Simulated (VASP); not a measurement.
# GaSb in VASP: a series of runs

The runs below take GaSb through single point, with PBEsol.

All numbers are computed with VASP 6.6.1; they aren't measurements. Logs are shortened: lines on timing, memory, paths and dates and some standing lists are left out, and cuts for length are marked.

## 1. The cell of the first run

The cell holds a slab with vacuum, 8 atoms: a = 4.321 Å, b = 4.321 Å, c = 26.467 Å, α = 90.00°, β = 90.00°, γ = 120.00°.

## 2. Single point, PBEsol

INCAR

```
ALGO = Normal ; DIPOL = 0.5 0.5 0.500
EDIFF = 1E-6 ; ENCUT = 520
GGA = PS ; IDIPOL = 3
ISIF = 2 ; ISMEAR = 0
LASPH = T ; LCHARG = F
LDIPOL = T ; LREAL = F
LWAVE = F ; NBANDS = 46
NELM = 80 ; PREC = Accurate
SIGMA = 0.1
```

KPOINTS

```
k-points
0
Gamma
  9 9 1
```

POSCAR

```
GaSb
1.0
    4.3212908972      0.0000000000      0.0000000000
   -2.1606454486      3.7423476941      0.0000000000
    0.0000000000      0.0000000000     26.4670375389
Sb Ga
4 4
Direct
    0.0000000000      0.0000000000      0.2833713440
    0.3333333333      0.6666666667      0.4166812862
    0.6666666667      0.3333333333      0.5499912283
    0.0000000000      0.0000000000      0.6833011704
    0.3333333333      0.6666666667      0.3166988296
    0.6666666667      0.3333333333      0.4500087717
    0.0000000000      0.0000000000      0.5833187138
    0.3333333333      0.6666666667      0.7166286560
```

Potentials or basis: VASP PAW PBE potentials, release 64 (Sb, Ga_d).

Launch:

```console
cat potpaw_PBE.64/Sb/POTCAR potpaw_PBE.64/Ga_d/POTCAR > POTCAR
mpirun -np 1 vasp_std > vasp.out
```

OUTCAR:

```text
EDIFF = 1E-6
   ENCUT = 520
   GGA = PS
   ISIF = 2
   ISMEAR = 0
   LASPH = T
   LREAL = F
   NELM = 80
   PREC = Accurate

 ion  position               nearest neighbor table
   1  0.000  0.000  0.283-   5 2.65   5 2.65   5 2.65
   2  0.333  0.667  0.417-   6 2.65   6 2.65   5 2.65   6 2.65
   3  0.667  0.333  0.550-   7 2.65   7 2.65   7 2.65   6 2.65
   4  0.000  0.000  0.683-   7 2.65   8 2.65   8 2.65   8 2.65
   5  0.333  0.667  0.317-   2 2.65   1 2.65   1 2.65   1 2.65
   6  0.667  0.333  0.450-   2 2.65   2 2.65   3 2.65   2 2.65
   7  0.000  0.000  0.583-   3 2.65   3 2.65   3 2.65   4 2.65
   8  0.333  0.667  0.717-   4 2.65   4 2.65   4 2.65

  LATTYP: Found a hexagonal cell.
 ALAT       =     4.3212908972
 C/A-ratio  =     6.1247988549

  Lattice vectors:

 A1 = (   4.3212908972,   0.0000000000,   0.0000000000)
 A2 = (  -2.1606454486,   3.7423476941,   0.0000000000)
 A3 = (   0.0000000000,   0.0000000000,  26.4670375389)

Analysis of symmetry for initial positions (statically):
=====================================================================
 Subroutine PRICEL returns:
 Original cell was already a primitive cell.

 Routine SETGRP: Setting up the symmetry group for a
 hexagonal supercell.

 Subroutine GETGRP returns: Found  6 space group operations
 (whereof  6 operations were pure point group operations)
 out of a pool of 24 trial point group operations.

The static configuration has the point symmetry C_3v.

Analysis of symmetry for dynamics (positions and initial velocities):
=====================================================================
 Subroutine PRICEL returns:
 Original cell was already a primitive cell.

 Routine SETGRP: Setting up the symmetry group for a
 hexagonal supercell.

 Subroutine GETGRP returns: Found  6 space group operations
 (whereof  6 operations were pure point group operations)
 out of a pool of 24 trial point group operations.

The dynamic configuration has the point symmetry C_3v.

 Subroutine INISYM returns: Found  6 space group operations
 (whereof  6 operations are pure point group operations),
 and found     1 'primitive' translations

----------------------------------------------------------------------------------------

                                     Primitive cell

  volume of cell :     428.0189

  direct lattice vectors                    reciprocal lattice vectors
     4.321290897  0.000000000  0.000000000     0.231412331  0.133605972  0.000000000
    -2.160645449  3.742347694  0.000000000     0.000000000  0.267211943  0.000000000
     0.000000000  0.000000000 26.467037539     0.000000000  0.000000000  0.037782846

  length of vectors
     4.321290897  4.321290897 26.467037539     0.267211943  0.267211943  0.037782846

  position of ions in fractional coordinates (direct lattice)
     0.000000000  0.000000000  0.283371344
     0.333333333  0.666666667  0.416681286
     0.666666667  0.333333333  0.549991228
     0.000000000  0.000000000  0.683301170
     0.333333333  0.666666667  0.316698830
     0.666666667  0.333333333  0.450008772
     0.000000000  0.000000000  0.583318714
     0.333333333  0.666666667  0.716628656

  ion indices of the primitive-cell ions
   primitive index   ion index
                 1           1
                 2           2
                 3           3
                 4           4
                 5           5
                 6           6
                 7           7
                 8           8

----------------------------------------------------------------------------------------

 KPOINTS: k-points

Automatic generation of k-mesh.
 Grid dimensions read from file:
 generate k-points for:    9    9    1

 Generating k-lattice:

  Cartesian coordinates                     Fractional coordinates (reciprocal lattice)
     0.025712481  0.014845108  0.000000000     0.111111111  0.000000000  0.000000000
     0.000000000  0.029690216  0.000000000     0.000000000  0.111111111  0.000000000
     0.000000000  0.000000000  0.037782846     0.000000000  0.000000000  1.000000000

  Length of vectors
     0.029690216  0.029690216  0.037782846

  Shift w.r.t. Gamma in fractional coordinates (k-lattice)
     0.000000000  0.000000000  0.000000000

 Subroutine IBZKPT returns following result:
 ===========================================

 Found     12 irreducible k-points:

 Following reciprocal coordinates:
            Coordinates               Weight
  0.000000  0.000000  0.000000      1.000000
  0.111111 -0.000000  0.000000      6.000000
  0.222222 -0.000000  0.000000      6.000000
  0.333333 -0.000000  0.000000      6.000000
  0.444444 -0.000000  0.000000      6.000000
  0.111111  0.111111  0.000000      6.000000
  0.222222  0.111111  0.000000     12.000000
  0.333333  0.111111  0.000000     12.000000
  0.444444  0.111111  0.000000      6.000000
  0.222222  0.222222  0.000000      6.000000
  0.333333  0.222222  0.000000     12.000000
  0.333333  0.333333  0.000000      2.000000
   k-points           NKPTS =     12   k-points in BZ     NKDIM =     12   number of bands    NBANDS=     46
   number of dos      NEDOS =    301   number of ions     NIONS =      8
   total plane-waves  NPLWV = 204800
   dimension x,y,z NGX =    32 NGY =   32 NGZ =  200
   dimension x,y,z NGXF=    64 NGYF=   64 NGZF=  400
   ions per type =               4   4
   NGX,Y,Z   is equivalent  to a cutoff of  12.31, 12.31, 12.56 a.u.
   NGXF,Y,Z  is equivalent  to a cutoff of  24.62, 24.62, 25.12 a.u.
 SYSTEM =  unknown system
   PREC   = accura    normal or accurate (medium, high low for compatibility)
   ISTART =      0    job   : 0-new  1-cont  2-samecut
   ICHARG =      2    charge: 1-file 2-atom 10-const
   ISPIN  =      1    spin polarized calculation?
   LNONCOLLINEAR =      F non collinear calculations
   LSORBIT =      F    spin-orbit coupling
   LASPH  =      T    aspherical Exc in radial PAW
   ENCUT  =  520.0 eV  38.22 Ry    6.18 a.u.   8.03  8.03 49.21*2*pi/ulx,y,z
   NELM   =     80;   NELMIN=  2; NELMDL= -5     # of ELM steps
   EDIFF  = 0.1E-05   stopping-criterion for ELM
   LREAL  =      F    real-space projection
   EDIFFG = 0.1E-04   stopping-criterion for IOM
   NSW    =      0    number of steps for IOM
   IBRION =     -1    ionic relax: 0-MD 1-quasi-New 2-CG
   NFREE  =      0    steps in history (QN), initial steepest desc. (CG)
   ISIF   =      2    stress and relaxation
   ISYM   =      2    0-nonsym 1-usesym 2-fastsym
   POTIM  = 0.5000    time-step for ionic-motion
   TEBEG  =    0.0;   TEEND  =   0.0 temperature during run
   PSTRESS=    0.0 pullay stress
   NELECT =      72.0000    total number of electrons
   NUPDOWN=      -1.0000    fix difference up-down
   EMIN   =  10.00;   EMAX   =-10.00  energy-range for DOS
   EFERMI =   0.00;   METHOD = LEGACY
   ISMEAR =     0;   SIGMA  =   0.10  broadening in eV -4-tet -1-fermi 0-gaus
   EFERMI_NEDOS =   21; number of points for ismear=-14 and -15
   IALGO  =     38    algorithm
   IMIX   =      4    mixing-type and parameters
     AMIX     =   0.40;   BMIX     =  1.00
     AMIX_MAG =   1.60;   BMIX_MAG =  1.00
  volume/ion in A,a.u.               =      53.50       361.05
  Fermi-wavevector in a.u.,A,eV,Ry     =   0.903715  1.707773 11.111881  0.816700
  Thomas-Fermi vector in A             =   2.027074
   LORBIT       =      0    0 simple, 1 ext, 2 COOP (PROOUT), +10 PAW based schemes
   GGA     = PS    functional components
   LHFCALC =     F    Hartree Fock is set to
   AEXX    =    0.0000 exact exchange contribution
   IVDW    =     0    specifies the selected vdW correction
   LEPSILON=     F    determine dielectric tensor
   LRPA    =     F    only Hartree local field effects (RPA)
 non-spin polarized calculation
 Gauss-broadening in eV      SIGMA  =   0.10
  energy-cutoff  :      520.00
  volume of cell :      428.02
 maximum number of plane-waves:     11574
   NGX = 17   NGY = 17   NGZ = 99

 dipolmoment           0.000000      0.000000      0.019326 electrons x Angstroem

 number of electron      72.0000006 magnetization

 dipolmoment           0.000000      0.000000     -0.131110 electrons x Angstroem

 Free energy of the ion-electron system (eV)
  ---------------------------------------------------
  ext. energy  EPLUGINS =         0.00000000
  ---------------------------------------------------
  free energy    TOTEN  =       -30.75768002 eV

  energy without entropy =      -30.72401204  energy(sigma->0) =      -30.74084603

 E-fermi :   0.3255     XC(G=0):  -5.4496

 val. band max:        0.2765505212   @ k =   0.1111   0.1111   0.0000
 cond. band min:       0.3325583792   @ k =   0.4444  -0.0000   0.0000
 fundamental gap:      0.0560078581
 Fermi energy:         0.3255250334

 k-point     1 :       0.0000    0.0000    0.0000
  band No.  band energies     occupation
      1     -14.8578      2.00000
      2     -14.8292      2.00000
      3     -14.8264      2.00000
      4     -14.8264      2.00000
      5     -14.7798      2.00000
      6     -14.7798      2.00000
[... 38 lines left out ...]
     45       3.8158      0.00000
     46       3.9931      0.00000

 k-point     2 :       0.1111   -0.0000    0.0000
  band No.  band energies     occupation
      1     -14.8578      2.00000
      2     -14.8326      2.00000
      3     -14.8263      2.00000
      4     -14.8230      2.00000
      5     -14.7824      2.00000
      6     -14.7790      2.00000
[... 38 lines left out ...]
     45       3.8879      0.00000
     46       4.1788      0.00000

 k-point     3 :       0.2222   -0.0000    0.0000
  band No.  band energies     occupation
      1     -14.8594      2.00000
      2     -14.8353      2.00000
      3     -14.8261      2.00000
      4     -14.8190      2.00000
      5     -14.7890      2.00000
      6     -14.7785      2.00000
[... 38 lines left out ...]
     45       4.4149      0.00000
     46       4.7084      0.00000

 k-point     4 :       0.3333   -0.0000    0.0000
  band No.  band energies     occupation
      1     -14.8640      2.00000
      2     -14.8346      2.00000
      3     -14.8262      2.00000
      4     -14.8164      2.00000
      5     -14.7956      2.00000
      6     -14.7803      2.00000
[... 332 lines left out ...]
     45       4.6162      0.00000
     46       4.7307      0.00000

 k-point    11 :       0.3333    0.2222    0.0000
  band No.  band energies     occupation
      1     -14.8674      2.00000
      2     -14.8321      2.00000
      3     -14.8285      2.00000
      4     -14.8131      2.00000
      5     -14.7996      2.00000
      6     -14.7801      2.00000
[... 38 lines left out ...]
     45       4.7349      0.00000
     46       5.0251      0.00000

 k-point    12 :       0.3333    0.3333    0.0000
  band No.  band energies     occupation
      1     -14.8677      2.00000
      2     -14.8315      2.00000
      3     -14.8293      2.00000
      4     -14.8118      2.00000
      5     -14.8005      2.00000
      6     -14.7795      2.00000
[... 38 lines left out ...]
     45       5.4058      0.00000
     46       5.5285      0.00000

------------------------ aborting loop because EDIFF is reached ----------------------------------------

 vacuum level on the upper side and lower side of the slab       (xc-potential included)        -0.868         0.567

  FORCE on cell =-STRESS in cart. coord.  units (eV):
  Direction    XX          YY          ZZ          XY          YZ          ZX
  --------------------------------------------------------------------------------------
  -------------------------------------------------------------------------------------
  Total       -0.5203264     -0.5203264      1.9205317      0.0000000      0.0000000     -0.0000000
  in kB       -1.9477062     -1.9477062      7.1890100      0.0000000      0.0000000     -0.0000000
  external PRESSURE =       1.0978659 kB  Pullay stress =       0.0000000 kB

 VOLUME and BASIS-vectors are now :
 -----------------------------------------------------------------------------
  energy-cutoff  :      520.00
  volume of cell :      428.02
      direct lattice vectors                 reciprocal lattice vectors
     4.321290897  0.000000000  0.000000000     0.231412331  0.133605972  0.000000000
    -2.160645449  3.742347694  0.000000000     0.000000000  0.267211943  0.000000000
     0.000000000  0.000000000 26.467037539     0.000000000  0.000000000  0.037782846

 POSITION                                       TOTAL-FORCE (eV/Angst)
 -----------------------------------------------------------------------------------
      0.00000      0.00000      7.50000        -0.000000      0.000000     -0.157857
     -0.00000      2.49490     11.02832        -0.000000      0.000000      0.237968
      2.16065      1.24745     14.55664        -0.000000      0.000000      0.191844
      0.00000      0.00000     18.08496        -0.000000      0.000000      0.477398
     -0.00000      2.49490      8.38208         0.000000     -0.000000     -0.095511
      2.16065      1.24745     11.91040         0.000000     -0.000000     -0.164812
      0.00000      0.00000     15.43872        -0.000000      0.000000     -0.311746
     -0.00000      2.49490     18.96704         0.000000     -0.000000     -0.177285
 -----------------------------------------------------------------------------------
    total drift:                               -0.000002      0.000001     -0.000569

  FREE ENERGIE OF THE ION-ELECTRON SYSTEM (eV)
  ---------------------------------------------------
  free  energy   TOTEN  =       -30.7576800223 eV

  energy  without entropy=      -30.7240120371  energy(sigma->0) =      -30.74084603

 vacuum level on the upper side and lower side of the slab         4.067         5.533
```

Wall time 7.3 min (1 thread of AMD EPYC 7R13 (Zen 3), shared host); peak memory 0.57 GiB.

What came out:

* Free energy: -30.7577 eV
* Largest force: 0.477 eV/Å
* Band gap on the k mesh: zero (bands 36 and 37 overlap by 0.30 eV)

Forces in eV/Å, atoms in the order of the input:
```
Sb   0.000  0.000 -0.158
Sb   0.000  0.000  0.238
Sb   0.000  0.000  0.192
Sb   0.000  0.000  0.477
Ga   0.000  0.000 -0.096
Ga   0.000  0.000 -0.165
Ga   0.000  0.000 -0.312
Ga   0.000  0.000 -0.177
```

Caveat: the PAW data sets were made with another functional, which shifts forces and pressure a little; spin-orbit coupling is left out, which moves the levels of the heavy elements.

## 3. Single point, PBEsol

INCAR

```
SYSTEM = GaSb
ALGO = Normal ; DIPOL = 0.5 0.5 0.500
EDIFF = 1E-6 ; ENCUT = 520
GGA = PS ; IDIPOL = 3
ISIF = 2 ; ISMEAR = 0
LASPH = .TRUE. ; LCHARG = .TRUE.
LDIPOL = .TRUE. ; LELF = .TRUE.
LREAL = .FALSE. ; LVACPOTAV = .TRUE.
LVHAR = .TRUE. ; LWAVE = .FALSE.
NBANDS = 46 ; NELM = 60
PREC = Accurate ; SIGMA = 0.1
```

KPOINTS

```
k-points
0
G
  9 9 1
  0 0 0
```

POSCAR

```
GaSb
1.0
    4.3212908972      0.0000000000      0.0000000000
   -2.1606454486      3.7423476941      0.0000000000
    0.0000000000      0.0000000000     26.4670375389
Sb Ga
4 4
Direct
    0.0000000000      0.0000000000      0.2796823491
    0.3333333333      0.6666666667      0.4168978504
    0.6666666667      0.3333333333      0.5513543207
    0.0000000000      0.0000000000      0.6867590892
    0.3333333333      0.6666666667      0.3147627417
    0.6666666667      0.3333333333      0.4494843179
    0.0000000000      0.0000000000      0.5836746775
    0.3333333333      0.6666666667      0.7173846535
```

Potentials or basis: VASP PAW PBE potentials, release 64 (Sb, Ga_d).

Launch:

```console
cat potpaw_PBE.64/Sb/POTCAR potpaw_PBE.64/Ga_d/POTCAR > POTCAR
mpirun -np 1 vasp_std > vasp.out
```

Wall time 7.5 min (1 thread of AMD EPYC 7R13 (Zen 3), shared host); peak memory 0.57 GiB.

The run converged. Its results:

- Free energy: -30.7912 eV
- Largest force: 0.017 eV/Å
- Band gap on the k mesh: zero (bands 36 and 37 overlap by 0.40 eV)

Forces in eV/Å, atoms in the order of the input:
```
Sb   0.000  0.000 -0.017
Sb   0.000  0.000 -0.005
Sb   0.000  0.000 -0.007
Sb   0.000  0.000 -0.003
Ga   0.000  0.000  0.009
Ga   0.000  0.000  0.005
Ga   0.000  0.000  0.006
Ga   0.000  0.000  0.012
```

Levels at points of the mesh, in eV from the Fermi level:
| k point | band 32 | band 33 | band 34 | band 35 | band 36 | band 37 | band 38 | band 39 | band 40 | band 41 |
| --- | --- | --- | --- | --- | --- | --- | --- | --- | --- | --- |
| (0.00, 0.00, 0.00) | -0.77 | -0.32 | -0.32 | 0.16 | 0.40 | 0.40 | 0.54 | 0.84 | 1.29 | 1.56 |

Caveat: the PAW data sets were made with another functional, which shifts forces and pressure a little; spin-orbit coupling is left out, which moves the levels of the heavy elements.
